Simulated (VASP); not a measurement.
Here is a VASP 6.6.1 calculation.

Contents of INCAR:

```
ALGO = Normal
EDIFF = 1E-6
ENCUT = 500
GGA = CA
GGA_COMPAT = F
ISIF = 2
ISMEAR = 0
LASPH = T
LCHARG = F
LREAL = F
LWAVE = F
NBANDS = 19
NELM = 120
PREC = Accurate
SIGMA = 0.01
```

File KPOINTS:

```
k-points
0
Gamma
  3 3 3
```

File POSCAR:

```
SrCl2
1.0
    0.0000000000      3.3996233678      3.3996233678
    3.3996233678      0.0000000000      3.3996233678
    3.3996233678      3.3996233678      0.0000000000
Sr Cl
1 2
Direct
    0.0000000000      0.0000000000      0.0000000000
    0.2500000000      0.2500000000      0.2500000000
    0.7500000000      0.7500000000      0.7500000000
```

Potentials or basis: VASP PAW LDA potentials, release 64 (Sr_sv, Cl).

Command:

```console
$ cat potpaw_LDA.64/Sr_sv/POTCAR potpaw_LDA.64/Cl/POTCAR > POTCAR
$ mpirun -np 1 vasp_std > vasp.out
```

Problem. What does it give for the pressure?

Solution. 0.2 GPa.

Problem. Estimate the band gap on the k mesh.

Solution. 5.40 eV, indirect (least direct gap 5.56 eV).

Caveat: the k points lie up to 0.53 Å⁻¹ apart. A k mesh can miss the band edges.
